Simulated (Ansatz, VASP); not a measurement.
## One calculation of AlRu, two programs

```
Ru Al
1.0
     2.47604    0.00000    0.00000
    -1.23802    2.14431    0.00000
     0.00000    0.00000    6.81247
Ru Al
2 2
Cartesian
  0.0000 0.0000 0.0000
  0.0000 0.0000 3.4062
  0.0000 1.4295 1.7031
  1.2380 0.7148 5.1094
```

Change from the starting cell: volume scaled by 0.64, PAW files.

Alike in both runs: task single point; functional PBE; k mesh 11 × 11 × 6; occupations fermi-dirac, width 0.08 eV; no spin polarisation.

|  | VASP | Ansatz |
| --- | --- | --- |
| version | VASP 6.6.1 | Ansatz 0.2.0 |
| potentials or method | VASP PAW PBE potentials, release 64 (Ru_pv, Al) | PAW with Ansatz's default frozen-core files, scalar-relativistic |
| plane-wave cutoff (eV) | 520 | 420 |
| valence electrons in the cell | 34 | 38 |

Ansatz gave:

| Property | Result |
| --- | --- |
| pressure (GPa) | 222.6 |
| traceless stress, the component that is largest in VASP (GPa) | 0.16 |

Q: What did VASP give for the same quantities?

A: Pressure (GPa): 224.0; traceless stress, the component that is largest in VASP (GPa): 0.05.

Both programs put the cell under a high pressure, so it lies far from rest at this level. VASP's potentials hold 34 valence electrons a cell and Ansatz's 38, so a difference there can come from the potentials and not from the codes.

Noted on VASP's run: the cell as given lies far from equilibrium.
